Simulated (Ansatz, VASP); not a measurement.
LiCl: VASP beside Ansatz

File INCAR:

```
SYSTEM = LiCl
ALGO     = Normal         ! electronic algorithm
EDIFF    = 1E-6           ! SCF threshold, eV
ENCUT    = 520            ! plane-wave cutoff, eV
GGA      = PE             ! functional
ISIF     = 2              ! what is computed and relaxed
ISMEAR   = 0              ! smearing method
LASPH    = .TRUE.         ! aspherical terms in the spheres
LCHARG   = .FALSE.        ! write CHGCAR
LREAL    = .FALSE.        ! projectors in reciprocal space
LWAVE    = .FALSE.        ! write WAVECAR
NBANDS   = 12             ! bands
NELM     = 60             ! most SCF steps
PREC     = Accurate       ! precision mode
SIGMA    = 0.05           ! smearing width, eV
```

File KPOINTS:

```
k-points
0
G
  8 8 8
  0 0 0
```

Contents of POSCAR:

```
LiCl
1.0
    0.0000000000      2.6288790000      2.4365220000
    2.6288790000      0.0000000000      2.4365220000
    2.6288790000      2.6288790000      0.0000000000
Li Cl
1 1
Direct
    0.0000000000      0.0000000000      0.0000000000
    0.5000000000      0.5000000000      0.5000000000
```

Input for Ansatz:

```yaml
crystal:
  lattice:
    - [0.0, 2.628879, 2.436522]
    - [2.628879, 0.0, 2.436522]
    - [2.628879, 2.628879, 0.0]
  atoms:
    - { symbol: Li, position: [0.0, 0.0, 0.0] }
    - { symbol: Cl, position: [0.5, 0.5, 0.5] }
basis:
  ecutwfc: 420
kpoints:
  mp_grid: { grid: [8, 8, 8] }
hamiltonian:
  xc: pbe
scf:
  occupations: { method: gaussian, width: 0.05 }
output:
  forces: true
  stress: true
  eigenvalues: true
```

Change from the starting cell: strain +0.025 along x and y, -0.050 along z, atoms carried along.

Alike in both runs: task single point; functional PBE; k mesh 8 × 8 × 8; occupations gaussian, width 0.05 eV; no spin polarisation.

|  | VASP | Ansatz |
| --- | --- | --- |
| version | VASP 6.6.1 | Ansatz 0.2.0 |
| potentials or method | VASP PAW PBE potentials, release 64 (Li_sv, Cl), cutoff 520 eV | scalar-relativistic, plane waves, PAW |
| valence electrons in the cell | 10 | 10 |

|  | VASP | Ansatz | Ansatz less VASP |
| --- | --- | --- | --- |
| gap on the k mesh at the Fermi level (eV) | 6.28 | 6.27 | -0.012 |
| least direct gap on the mesh (eV) | 6.28 | 6.27 | -0.012 |

The functional is the same, so the differences come from potentials, cutoffs and numerics.

Noted on VASP's run: the cutoff is under 1.25 times that of the potentials, so the pressure is a little rough.
